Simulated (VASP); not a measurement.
Runs of VASP 6.6.1 on NaF. The structure is that of space group Fmmm (No. 69), or close to it. The cells are those of the table. 

| cell | gap on the mesh (eV) | pressure (GPa) |
| --- | --- | --- |
| a = 3.541, b = 3.049, c = 3.322 Å, angles 67.4, 52.6, 60.0°, 2 atoms | 6.15 | (a) |
| a = 3.135, b = 3.443, c = 3.300 Å, angles 55.4, 64.6, 60.0°, 2 atoms | 6.24 | 5.7 |
| a = 3.078, b = 3.508, c = 3.314 Å, angles 53.5, 66.5, 60.0°, 2 atoms | (c) | (b) |
| a = 3.106, b = 3.475, c = 3.306 Å, angles 54.5, 65.5, 60.0°, 2 atoms | 6.23 | 7.6 |

Alike in all rows: task single point; level PBE; potentials or basis VASP PAW PBE potentials, release 64 (Na_pv, F); no spin polarisation; k mesh 8 × 8 × 8; cutoff (eV) 520; smearing gaussian 0.05 eV.

**Question.** Estimate the missing entries.

**Answer.** (a) 13.2; (b) 10.1; (c) 6.20.

